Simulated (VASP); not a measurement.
A run of VASP 6.6.1:

File INCAR:

```
SYSTEM = Ge
ALGO = Normal
EDIFF = 1E-7
ENCUT = 520
GGA = PS
ISIF = 2
ISMEAR = -1
LASPH = .True.
LCHARG = .False.
LREAL = .False.
LWAVE = .False.
NBANDS = 36
NELM = 60
PREC = Accurate
SIGMA = 0.05
```

The input KPOINTS:

```
k-points
0
Gamma
  11 11 6
  0 0 0
```

The input POSCAR:

```
Ge
1.0
    4.0240606931      0.0000000000      0.0000000000
   -2.0120303466      3.4849387866      0.0000000000
    0.0000000000      0.0000000000      6.6430837134
Ge
4
Direct
    0.6666666667      0.3333333333      0.0629012500
    0.3333333333      0.6666666667      0.5629012500
    0.6666666667      0.3333333333      0.4370987500
    0.3333333333      0.6666666667      0.9370987500
```

Potentials or basis: VASP PAW PBE potentials, release 64 (Ge_d).

Command:

```console
$ cat potpaw_PBE.64/Ge_d/POTCAR > POTCAR
$ mpirun -np 1 vasp_std > vasp.out
```

Hardware: 1 thread of Intel(R) Xeon(R) Platinum 8259CL CPU @ 2.50GHz (Skylake/Cascade Lake), with other jobs on the host.

Q: How long does it take, and how much memory?

A: Wall time 3.3 min on 1 thread of Intel(R) Xeon(R) Platinum 8259CL CPU @ 2.50GHz (Skylake/Cascade Lake) (shared host), peak memory 0.29 GiB. Counts: scf iterations 13, k points 64.
